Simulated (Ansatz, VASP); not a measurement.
**ZnSiP2: VASP beside Ansatz**

```
Zn Si P
1.0
    -2.65304    2.65304    5.19134
     2.65304   -2.65304    5.19134
     2.65304    2.65304   -5.19134
Zn Si P
2 2 4
Direct
  0.00000 0.00000 0.00000
  0.75000 0.25000 0.50000
  0.50000 0.50000 0.00000
  0.25000 0.75000 0.50000
  0.37500 0.38787 0.51287
  0.87500 0.86213 0.48713
  0.61213 0.12500 0.98713
  0.13787 0.62500 0.01287
```

Alike in both runs: functional LDA; k mesh 8 × 8 × 8; occupations gaussian, width 0.02 eV; no spin polarisation.

Ansatz relaxed the structure, and its values are those at the end. VASP's run is a single point on that final structure, the one shown.

|  | VASP | Ansatz |
| --- | --- | --- |
| version | VASP 6.6.1 | Ansatz 0.2.0 |
| potentials or method | VASP PAW LDA potentials, release 64 (Zn, Si, P), cutoff 520 eV | scalar-relativistic, plane waves, PAW |
| valence electrons in the cell | 52 | 52 |

Ansatz gave:

```
gap on the k mesh at the Fermi level (eV) : 1.12
least direct gap on the mesh (eV)         : 1.12
pressure (GPa)                            : 0.0
rms of the force components (eV/Å)        : 0.000
```

Question: Which values does VASP return?

Answer: gap on the k mesh at the Fermi level (eV): 1.12; least direct gap on the mesh (eV): 1.12; pressure (GPa): 0.1; rms of the force components (eV/Å): 0.013.

LDA's correlation is that of Perdew and Zunger in VASP and of Perdew and Wang (1992) in Ansatz.
